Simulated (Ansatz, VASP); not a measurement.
AlCo: VASP beside Ansatz

```
Al Co
1.0
     2.82406    0.00000    0.00000
     0.00000    2.82406    0.00000
     0.00000    0.00000    2.82406
Al Co
1 1
Direct
  0.00000 0.00000 0.00000
  0.50000 0.50000 0.50000
```

Alike in both runs: functional r2SCAN; k mesh 14 × 14 × 14; occupations gaussian, width 0.1 eV; collinear spin.

Ansatz relaxed the structure, and its values are those at the end. VASP's run is a single point on that final structure, the one shown.

```csv
,VASP,Ansatz
version,VASP 6.6.1,Ansatz 0.2.0
potentials or method,"VASP PAW PBE potentials, release 64 (Al, Co), cutoff 520 eV","scalar-relativistic, plane waves, PAW"
valence electrons in the cell,12,20
```

|  | VASP | Ansatz | Ansatz less VASP |
| --- | --- | --- | --- |
| gap on the k mesh at the Fermi level (eV) | none | none | - |
| pressure (GPa) | -0.5 | 0.0 | +0.50 |
| net moment per atom (μB) | 0.00 | 0.05 | +0.050 |
| size of the moment on the site where the two differ most (μB) | 0.00 | 0.15 | +0.150 |

VASP's potentials were made for PBE, not for r2SCAN. Site moments also hang on the region over which each program counts them. A gap of «none» marks a metal or a gap that the smearing closes. VASP's potentials hold 12 valence electrons a cell and Ansatz's 20, so a difference there can come from the potentials and not from the codes.
